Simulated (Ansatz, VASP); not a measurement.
# Two plane-wave programs on Ti6H

The input INCAR:

```
SYSTEM = Ti6H
PREC = Accurate ; ENCUT = 520
EDIFF = 1E-7 ; ISMEAR = 0
SIGMA = 0.1 ; LREAL = .False.
LASPH = .True. ; NELM = 60
ALGO = Normal ; ISIF = 2
LWAVE = .False. ; LCHARG = .True.
LDIPOL = .True. ; IDIPOL = 3
DIPOL = 0.5 0.5 0.331 ; GGA = PE
LELF = .True. ; LVHAR = .True.
LVACPOTAV = .True. ; NBANDS = 86
```

The input KPOINTS:

```
Automatic mesh
0
Gamma
  5 6 1
  0 0 0
```

File POSCAR:

```
Ti6H
1.0
    5.6639455763      0.0000000000      0.0000000000
    0.0000000000      4.5793473381      0.0000000000
    0.0000000000      0.0000000000     24.5506933039
Ti H
12 2
Direct
    0.2500000000      0.0000000000      0.1629281891
    0.7500000000      0.0000000000      0.1629281891
    0.0000000000      0.5000000000      0.2167736627
    0.5000000000      0.5000000000      0.2167736627
    0.2500000000      0.0000000000      0.2706191363
    0.7500000000      0.0000000000      0.2706191363
    0.2500000000      0.5000000000      0.3256599435
    0.7500000000      0.5000000000      0.3256599435
    0.0000000000      0.0000000000      0.3779650127
    0.5000000000      0.0000000000      0.3779650127
    0.2500000000      0.5000000000      0.4297513383
    0.7500000000      0.5000000000      0.4297513383
   -0.0573804949      0.0000000000      0.5356546612
    0.0573804949      0.0000000000      0.5356546612
```

Input for Ansatz:

```yaml
crystal:
  lattice:
    - [5.6639455763, 0.0, 0.0]
    - [0.0, 4.5793473381, 0.0]
    - [0.0, 0.0, 24.5506933039]
  atoms:
    - { symbol: Ti, position: [0.25, 0.0, 0.1629281891] }
    - { symbol: Ti, position: [0.75, 0.0, 0.1629281891] }
    - { symbol: Ti, position: [0.0, 0.5, 0.2167736627] }
    - { symbol: Ti, position: [0.5, 0.5, 0.2167736627] }
    - { symbol: Ti, position: [0.25, 0.0, 0.2706191363] }
    - { symbol: Ti, position: [0.75, 0.0, 0.2706191363] }
    - { symbol: Ti, position: [0.25, 0.5, 0.3256599435] }
    - { symbol: Ti, position: [0.75, 0.5, 0.3256599435] }
    - { symbol: Ti, position: [0.0, 0.0, 0.3779650127] }
    - { symbol: Ti, position: [0.5, 0.0, 0.3779650127] }
    - { symbol: Ti, position: [0.25, 0.5, 0.4297513383] }
    - { symbol: Ti, position: [0.75, 0.5, 0.4297513383] }
    - { symbol: H, position: [-0.0573804949, 0.0, 0.5356546612] }
    - { symbol: H, position: [0.0573804949, 0.0, 0.5356546612] }
basis:
  ecutwfc: 420
kpoints:
  mp_grid: { grid: [5, 6, 1] }
hamiltonian:
  xc: pbe
  pseudopotentials: { kind: paw, azcp: { folder: soft_1 } }
scf:
  occupations: { method: gaussian, width: 0.1 }
output:
  forces: true
  eigenvalues: true
efield:
  axis: 3
  dipole_correction: true
  ramp_width: 0.04
```

Alike in both runs: task single point; functional PBE; k mesh 5 × 6 × 1; occupations gaussian, width 0.1 eV; no spin polarisation.

|  | VASP | Ansatz |
| --- | --- | --- |
| version | VASP 6.6.1 | Ansatz 0.2.0 |
| potentials or method | VASP PAW PBE potentials, release 64 (Ti_sv, H), cutoff 520 eV | scalar-relativistic, plane waves, PAW |
| valence electrons in the cell | 146 | 146 |

```csv
,VASP,Ansatz,Ansatz less VASP
gap on the k mesh at the Fermi level (eV),none,none,-
rms of the force components (eV/Å),1.079,1.072,-0.0076
"work function, face that differs most (eV)",3.38,3.38,-0.002
```

Atom by atom the forces differ by 0.008 eV/Å (rms over components). A gap of «none» marks a metal or a gap that the smearing closes. With one functional, cell and mesh, what is left measures potentials, basis and numerics.
